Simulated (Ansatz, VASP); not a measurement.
# Two plane-wave programs on Ba2MgAlC6N6

```
Ba Mg Al C N
1.0
     0.00000    5.11250    5.11250
     5.11250    0.00000    5.11250
     5.11250    5.11250    0.00000
Ba Mg Al C N
2 1 1 6 6
Direct
  0.25000 0.25000 0.25000
  0.75000 0.75000 0.75000
  0.00000 0.00000 0.00000
  0.50000 0.50000 0.50000
  0.80636 0.19364 0.19364
  0.19364 0.80636 0.19364
  0.19364 0.19364 0.80636
  0.19364 0.80636 0.80636
  0.80636 0.19364 0.80636
  0.80636 0.80636 0.19364
  0.69193 0.30807 0.30807
  0.30807 0.69193 0.30807
  0.30807 0.30807 0.69193
  0.30807 0.69193 0.69193
  0.69193 0.30807 0.69193
  0.69193 0.69193 0.30807
```

Alike in both runs: task relaxation of cell and atoms; functional PBE; k mesh 4 × 4 × 4; occupations gaussian, width 0.1 eV; no spin polarisation.

```csv
,VASP,Ansatz
version,VASP 6.6.1,Ansatz 0.2.0
potentials or method,"VASP PAW PBE potentials, release 64 (Ba_sv, Mg, Al, C, N), cutoff 600 eV","scalar-relativistic, plane waves, PAW"
valence electrons in the cell,79,87
```

|  | VASP | Ansatz | Ansatz less VASP |
| --- | --- | --- | --- |
| gap on the k mesh at the Fermi level, each at its own relaxed structure (eV) | none | none | - |
| relaxed volume (Å³/atom) | 18.56 | 18.59 | +0.026 |
| relaxed length of the cell vector where the two differ most in proportion (Å) | 7.489 | 7.493 | +0.0035 |

A gap of «none» marks a metal or a gap that the smearing closes. VASP's potentials hold 79 valence electrons a cell and Ansatz's 87, so a difference there can come from the potentials and not from the codes.

Spin-orbit coupling is off throughout. Noted on VASP's run: the standard files for N, O and F lose accuracy on very short bonds.
